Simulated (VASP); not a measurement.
Input of a VASP 6.6.1 run:

File INCAR:

```
SYSTEM = LiF
PREC = Accurate
ENCUT = 600
EDIFF = 1E-7
ISMEAR = 0
SIGMA = 0.02
LREAL = .False.
LASPH = .True.
NELM = 60
ALGO = Normal
ISIF = 4
LWAVE = .False.
LCHARG = .False.
GGA = PE
IBRION = 2
NSW = 50
EDIFFG = -0.01
```

KPOINTS

```
Automatic mesh
0
Gamma
  4 4 8
  0 0 0
```

File POSCAR:

```
LiF
1.0
    5.4922266957      0.0000000000      0.0000000000
    0.0000000000      5.4922266957      0.0000000000
    0.0000000000      0.0000000000      2.8736310566
Li F
4 4
Direct
    0.6634698733      0.3365301267      0.2500000000
    0.3365301267      0.6634698733      0.7500000000
    0.1634698733      0.1634698733      0.0000000000
    0.8365301267      0.8365301267      0.5000000000
    0.8314383940      0.1685616060      0.7500000000
    0.1685616060      0.8314383940      0.2500000000
    0.3314383940      0.3314383940      0.5000000000
    0.6685616060      0.6685616060      0.0000000000
```

Potentials or basis: VASP PAW PBE potentials, release 64 (Li_sv, F).

Launch:

```sh
$ cat potpaw_PBE.64/Li_sv/POTCAR potpaw_PBE.64/F/POTCAR > POTCAR
$ mpirun -np 1 vasp_std > vasp.out
```

Question: Predict the band gap on the k mesh.

Answer: 7.09 eV (least direct gap 7.11 eV).

Forces in eV/Å, atoms in the order of the input:
```
Li   0.003 -0.003  0.000
Li  -0.003  0.003  0.000
Li   0.003  0.003  0.000
Li  -0.003 -0.003  0.000
F    0.001 -0.001  0.000
F   -0.001  0.001  0.000
F    0.001  0.001  0.000
F   -0.001 -0.001  0.000
```

Caveat: the relaxation stopped at its first step, so nothing moved. A k mesh can miss the band edges.
